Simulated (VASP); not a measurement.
Write the native input for VASP 6.6.1 that does the following.

```
Task                   : relaxation of cell and atoms
Functional             : PBE
Potentials or basis    : VASP PAW PBE potentials, release 64 (Ge_d)
Cutoff                 : 600 eV
k mesh                 : 4 × 4 × 4
Occupations            : gaussian, width 0.1 eV
Spin                   : no spin polarisation
Dipole correction      : no
Further INCAR settings : ALGO = Normal; EDIFF = 1e-07; IBRION = 2; EDIFFG = -0.04; NSW = 90; ISIF = 3
```

The structure of Ge lies in POSCAR:

```
Ge
1.0
   -2.7719616900      2.7719616900      3.4305813000
    2.7719616900     -2.7719616900      3.4305813000
    2.7719616900      2.7719616900     -3.4305813000
Ge
3
Direct
    0.1739591300      0.1739591300      0.0000000000
    0.8260408700      0.8260408700      0.0000000000
    0.5000000000      0.5000000000      0.0000000000
```

The cell was built from a structure type or drawn by symmetry, and may not be a known phase.

The input as run:

INCAR

```
SYSTEM = Ge
ALGO = Normal
EDIFF = 1E-7
EDIFFG = -0.04
ENCUT = 600
GGA = PE
IBRION = 2
ISIF = 3
ISMEAR = 0
LASPH = .True.
LCHARG = .False.
LREAL = .False.
LWAVE = .False.
NELM = 60
NSW = 90
PREC = Accurate
SIGMA = 0.1
```

KPOINTS

```
k-points
0
Gamma
  4 4 4
  0 0 0
```

Potentials or basis: VASP PAW PBE potentials, release 64 (Ge_d).

Run with:

```console
$ cat potpaw_PBE.64/Ge_d/POTCAR > POTCAR
$ mpirun -np 1 vasp_std > vasp.out
```

It gave:

- Relaxed volume: 19.60 Å³/atom
- Relaxed cell: a = 4.979 Å, b = 4.979 Å, c = 4.979 Å, α = 135.97°, β = 135.97°, γ = 64.02°
- Space group after relaxing (to 0.1 Å): I4/mmm (No. 139)
- Energy gained by relaxing: 996.5 meV/atom
- Ionic steps: 16
- Pressure after relaxing: 0.0 GPa
- Largest force after relaxing: 0.038 eV/Å
- Band gap on the k mesh: zero (bands 21 and 22 overlap by 5.31 eV)

Caveat: the k points lie up to 0.46 Å⁻¹ apart in the final cell, too coarse for converged energies and pressures of a metal; the volume moved by over 15 % at a fixed basis, so the end points are rough.

Run time: 8.2 min on 1 thread of Intel(R) Xeon(R) Platinum 8488C (Sapphire Rapids) (shared host), peak memory 0.28 GiB.
